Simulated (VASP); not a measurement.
# Pb (C2/m) in VASP: vibrations by perturbation theory with PBEsol

Aim: the vibrations by perturbation theory of Pb with PBEsol.

All numbers are computed with VASP 6.6.1; they aren't measurements. Logs are shortened: lines on timing, memory, paths and dates and some standing lists are left out, and cuts for length are marked.

### 1 The cell of the first run

The structure is monoclinic, space group C2/m (No. 12). The conventional cell has a = 6.086 Å, b = 3.445 Å, c = 3.406 Å, α = 90.00°, β = 122.86°, γ = 90.00°. Pb (site symmetry 2/m) has 12 Pb at 3.41 to 3.55 Å within 4.5 Å.

### 2 Vibrations by perturbation theory, PBEsol

Contents of INCAR:

```
SYSTEM = Pb
PREC     = Accurate       ! precision mode
ENCUT    = 520            ! plane-wave cutoff, eV
EDIFF    = 1E-8           ! SCF threshold, eV
ISMEAR   = -1             ! smearing method
SIGMA    = 0.05           ! smearing width, eV
LREAL    = .False.        ! projectors in reciprocal space
LASPH    = .True.         ! aspherical terms in the spheres
NELM     = 100            ! most SCF steps
ALGO     = Normal         ! electronic algorithm
ISIF     = 2              ! what is computed and relaxed
LWAVE    = .False.        ! write WAVECAR
LCHARG   = .False.        ! write CHGCAR
GGA      = PS             ! functional
IBRION   = 8              ! ionic algorithm
NSW      = 1              ! ionic steps
```

Contents of KPOINTS:

```
regular mesh
0
Gamma
  10 10 6
  0 0 0
```

Contents of POSCAR:

```
Pb
1.0
    3.0691121587     -1.7222644542     -0.4399509749
    3.0691121587      1.7222644542     -0.4399509749
   -3.0192100485      0.0000000000      6.1061845857
Pb
2
Direct
   -0.0000054803     -0.0000054803      0.2499982706
    1.0000054803      1.0000054803      0.7500017294
```

Potentials or basis: VASP PAW PBE potentials, release 64 (Pb_d).

The run is started by

```bash
$ cat potpaw_PBE.64/Pb_d/POTCAR > POTCAR
$ mpirun -np 1 vasp_std > vasp.out
```

OUTCAR:

```text
SYSTEM = Pb
   PREC = Accurate
   ENCUT = 520
   EDIFF = 1E-8
   ISMEAR = -1
   LREAL = .False.
   LASPH = .True.
   NELM = 100
   ISIF = 2
   GGA = PS
   IBRION = 8
   NSW = 1

 ion  position               nearest neighbor table
   1  1.000  1.000  0.250-   2 3.41   2 3.41   2 3.50   2 3.50   2 3.50   2 3.50
   2  0.000  0.000  0.750-   1 3.41   1 3.41   1 3.50   1 3.50   1 3.50   1 3.50

  Warning from LATTYP: Got some problem with cell dimensions!
  Tried to take original basis but could not verify dimensions!
  LATTYP: Found a base centered monoclinic cell.
 ALAT       =     6.2009696993
 B/A-ratio  =     0.5554822996
 C/A-ratio  =     0.9814976115
 COS(beta)  =    -0.3854364839

  Lattice vectors:

 A1 = (  -3.0691121587,   1.7222644542,   0.4399509749)
 A2 = (  -3.0691121587,  -1.7222644542,   0.4399509749)
 A3 = (   3.1190142689,   0.0000000000,   5.2262826359)

Analysis of symmetry for initial positions (statically):
=====================================================================
 Subroutine PRICEL returns:
 Original cell was already a primitive cell.

 Routine SETGRP: Setting up the symmetry group for a
 base centered monoclinic supercell.

 Subroutine GETGRP returns: Found  4 space group operations
 (whereof  4 operations were pure point group operations)
 out of a pool of  4 trial point group operations.

The static configuration has the point symmetry C_2h.

Analysis of symmetry for dynamics (positions and initial velocities):
=====================================================================
 Subroutine PRICEL returns:
 Original cell was already a primitive cell.

 Routine SETGRP: Setting up the symmetry group for a
 base centered monoclinic supercell.

 Subroutine GETGRP returns: Found  4 space group operations
 (whereof  4 operations were pure point group operations)
 out of a pool of  4 trial point group operations.

The dynamic configuration has the point symmetry C_2h.

 Subroutine INISYM returns: Found  4 space group operations
 (whereof  4 operations are pure point group operations),
 and found     1 'primitive' translations

----------------------------------------------------------------------------------------

                                     Primitive cell

  volume of cell :      59.9770

  direct lattice vectors                    reciprocal lattice vectors
     3.069112159 -1.722264454 -0.439950975     0.175341519 -0.290315462  0.086697818
     3.069112159  1.722264454 -0.439950975     0.175341519  0.290315462  0.086697818
    -3.019210049  0.000000000  6.106184586     0.025266735  0.000000000  0.176261553

  length of vectors
     3.546716954  3.546716954  6.811836721     0.350063176  0.350063176  0.178063312

  position of ions in fractional coordinates (direct lattice)
     0.999994520  0.999994520  0.249998271
     0.000005480  0.000005480  0.750001729

  ion indices of the primitive-cell ions
   primitive index   ion index
                 1           1
                 2           2

----------------------------------------------------------------------------------------

 KPOINTS: regular mesh

Automatic generation of k-mesh.
 Grid dimensions read from file:
 generate k-points for:   10   10    6

 Generating k-lattice:

  Cartesian coordinates                     Fractional coordinates (reciprocal lattice)
     0.017534152 -0.029031546  0.008669782     0.100000000  0.000000000  0.000000000
     0.017534152  0.029031546  0.008669782     0.000000000  0.100000000  0.000000000
     0.004211122  0.000000000  0.029376926     0.000000000  0.000000000  0.166666667

  Length of vectors
     0.035006318  0.035006318  0.029677219

  Shift w.r.t. Gamma in fractional coordinates (k-lattice)
     0.000000000  0.000000000  0.000000000

 Subroutine IBZKPT returns following result:
 ===========================================

 Found    172 irreducible k-points:

 Following reciprocal coordinates:
            Coordinates               Weight
  0.000000  0.000000  0.000000      1.000000
[... 53 lines left out ...]
   NELECT =      28.0000    total number of electrons
   NUPDOWN=      -1.0000    fix difference up-down
   EMIN   =  10.00;   EMAX   =-10.00  energy-range for DOS
   EFERMI =   0.00;   METHOD = LEGACY
   ISMEAR =    -1;   SIGMA  =   0.05  broadening in eV -4-tet -1-fermi 0-gaus
   EFERMI_NEDOS =   21; number of points for ismear=-14 and -15
   IALGO  =     38    algorithm
   IMIX   =      4    mixing-type and parameters
     AMIX     =   0.40;   BMIX     =  1.00
     AMIX_MAG =   1.60;   BMIX_MAG =  1.00
  volume/ion in A,a.u.               =      29.99       202.37
  Fermi-wavevector in a.u.,A,eV,Ry     =   1.269987  2.399927 21.944377  1.612866
  Thomas-Fermi vector in A             =   2.402998
   LORBIT       =      0    0 simple, 1 ext, 2 COOP (PROOUT), +10 PAW based schemes
   GGA     = PS    functional components
   LHFCALC =     F    Hartree Fock is set to
   AEXX    =    0.0000 exact exchange contribution
   IVDW    =     0    specifies the selected vdW correction
   LEPSILON=     F    determine dielectric tensor
   LRPA    =     F    only Hartree local field effects (RPA)
 non-spin polarized calculation
  energy-cutoff  :      520.00
  volume of cell :       59.98
 maximum number of plane-waves:      1646
 NGX is ok and might be reduce to    28
   NGX = 13   NGY = 13   NGZ = 25

--------------------------------------- Ionic step        1  -------------------------------------------

 number of electron      28.0000004 magnetization

 Free energy of the ion-electron system (eV)
  ---------------------------------------------------
  ext. energy  EPLUGINS =         0.00000000
  ---------------------------------------------------
  free energy    TOTEN  =        -8.00041211 eV

  energy without entropy =       -7.99378486  energy(sigma->0) =       -7.99709849

 E-fermi :   7.2360     XC(G=0): -10.3943

 val. band max:        7.2298505261   @ k =  -0.1000   0.5000   0.3333
 cond. band min:       7.2395965106   @ k =  -0.3000   0.4000   0.1667
 fundamental gap:      0.0097459846
 Fermi energy:         7.2360428123

 k-point     1 :       0.0000    0.0000    0.0000
  band No.  band energies     occupation
      1      -9.8240      2.00000
      2      -9.8054      2.00000
      3      -9.7881      2.00000
      4      -9.7541      2.00000
      5      -9.7432      2.00000
      6      -9.7347      2.00000
[... 481 lines left out ...]
      5      -9.6828      2.00000
      6      -9.5719      2.00000
[... 10 lines left out ...]
     17      10.6859      0.00000
     18      11.9713      0.00000

 [... further k-points ...]

------------------------ aborting loop because EDIFF is reached ----------------------------------------

  FORCE on cell =-STRESS in cart. coord.  units (eV):
  Direction    XX          YY          ZZ          XY          YZ          ZX
  --------------------------------------------------------------------------------------
  -------------------------------------------------------------------------------------
  Total       -0.0249611     -0.0265658     -0.0274726      0.0000000      0.0000000     -0.0034104
  in kB       -0.6667916     -0.7096581     -0.7338811      0.0000000      0.0000000     -0.0911017
  external PRESSURE =      -0.7034436 kB  Pullay stress =       0.0000000 kB

 VOLUME and BASIS-vectors are now :
 -----------------------------------------------------------------------------
  energy-cutoff  :      520.00
  volume of cell :       59.98
      direct lattice vectors                 reciprocal lattice vectors
     3.069112159 -1.722264454 -0.439950975     0.175341519 -0.290315462  0.086697818
     3.069112159  1.722264454 -0.439950975     0.175341519  0.290315462  0.086697818
    -3.019210049  0.000000000  6.106184586     0.025266735  0.000000000  0.176261553

 POSITION                                       TOTAL-FORCE (eV/Angst)
 -----------------------------------------------------------------------------------
      5.38339      0.00000      0.64664         0.000043      0.000000      0.000035
     -2.26438      0.00000      4.57964        -0.000043      0.000000     -0.000035
 -----------------------------------------------------------------------------------
    total drift:                               -0.000000     -0.000000      0.000000

  FREE ENERGIE OF THE ION-ELECTRON SYSTEM (eV)
  ---------------------------------------------------
  free  energy   TOTEN  =        -8.0004121149 eV

  energy  without entropy=       -7.9937848603  energy(sigma->0) =       -7.99709849

[... ionic steps 2 to 3 ...]

--------------------------------------- Ionic step        4  -------------------------------------------

------------------------ aborting loop because EDIFF is reached ----------------------------------------

--------------------------------------- Ionic step        5  -------------------------------------------

------------------------ aborting loop because EDIFF is reached ----------------------------------------

--------------------------------------- Ionic step        6  -------------------------------------------

 Free energy of the ion-electron system (eV)
  ---------------------------------------------------
  ---------------------------------------------------
  free energy    TOTEN  =        -0.35537483 eV

  energy without entropy =       -0.35537483

------------------------ aborting loop because EDIFF is reached ----------------------------------------

 INTERNAL STRAIN TENSOR  FOR ION    1  DIRECTION 3   (eV/Angst):
 -----------------------------------------------------------------------------
     0.00133  0.00000  0.00652
     0.00000  0.00146  0.00000
     0.00624  0.00000 -0.00748

 INTERNAL STRAIN TENSOR FOR ION    2 for displacements in x,y,z  (eV/Angst):
          X           Y           Z          XY          YZ          ZX
  --------------------------------------------------------------------------------
  x     0.01005    -0.00002    -0.01135     0.00000     0.00000    -0.00043
  y     0.00000     0.00000     0.00000     0.00006    -0.00010     0.00000
  z    -0.00133    -0.00146     0.00748     0.00000     0.00000    -0.00652

 SECOND DERIVATIVES (NOT SYMMETRIZED)
 ------------------------------------
               1X          1Y          1Z          2X          2Y          2Z
  1X    -0.711387    0.000000   -0.115871    0.711387    0.000000    0.115871
  1Y     0.000000   -0.423060    0.000000    0.000000    0.423060    0.000000
  1Z    -0.116752    0.000000   -2.503349    0.116752    0.000000    2.503349
  2X     0.711387    0.000000    0.115871   -0.711387    0.000000   -0.115871
  2Y     0.000000    0.423060    0.000000    0.000000   -0.423060    0.000000
  2Z     0.116752    0.000000    2.503349   -0.116752    0.000000   -2.503349

 Eigenvectors and eigenvalues of the dynamical matrix
 ----------------------------------------------------

   1 f  =    2.433788 THz    15.291940 2PiTHz   81.182421 cm-1    10.065333 meV
             X         Y         Z           dx          dy          dz
      5.383393  0.000000  0.646638     0.045610   -0.000000    0.705634
     -2.264379  0.000000  4.579644    -0.045610    0.000000   -0.705634
[... 11 lines left out ...]
   4 f  =    0.000000 THz     0.000000 2PiTHz    0.000000 cm-1     0.000000 meV
             X         Y         Z           dx          dy          dz
      5.383393  0.000000  0.646638     0.118615   -0.332309   -0.612782
     -2.264379  0.000000  4.579644     0.118615   -0.332309   -0.612782

   5 f/i=    0.000000 THz     0.000000 2PiTHz    0.000000 cm-1     0.000000 meV
             X         Y         Z           dx          dy          dz
      5.383393  0.000000  0.646638     0.696743    0.036995    0.114806
     -2.264379  0.000000  4.579644     0.696743    0.036995    0.114806

   6 f/i=    0.000000 THz     0.000000 2PiTHz    0.000001 cm-1     0.000000 meV
             X         Y         Z           dx          dy          dz
      5.383393  0.000000  0.646638     0.021894    0.623059   -0.333644
     -2.264379  0.000000  4.579644     0.021894    0.623059   -0.333644

--------------------------------------------------------------------------------------------------------

 ELASTIC MODULI CONTR FROM IONIC RELAXATION (kBar)
 Direction    XX          YY          ZZ          XY          YZ          ZX
 --------------------------------------------------------------------------------
 XX          -0.0039     -0.0000      0.0046     -0.0000      0.0000     -0.0000
 YY          -0.0000     -0.0000      0.0001      0.0000     -0.0000     -0.0001
 ZZ           0.0046      0.0001     -0.0058      0.0000     -0.0000      0.0005
 XY          -0.0000      0.0000      0.0000     -0.0000      0.0000      0.0000
 YZ           0.0000     -0.0000     -0.0000      0.0000     -0.0000     -0.0000
 ZX          -0.0000     -0.0001      0.0005      0.0000     -0.0000     -0.0005
 --------------------------------------------------------------------------------
```

It took 9.6 min on 1 thread of Intel Xeon 6975P-C (Granite Rapids), shared host; peak memory 0.7 GiB.

Results:

- Highest phonon frequency at Γ: 81 cm⁻¹

Phonon frequencies in cm⁻¹ (negative: imaginary):
| q point | frequencies |
| --- | --- |
| (0.000, 0.000, 0.000) | 0 0 0 33 43 81 |

Caveat: the PAW data sets were made with another functional, which shifts forces and pressure a little; spin-orbit coupling is left out, which moves the levels of the heavy elements.
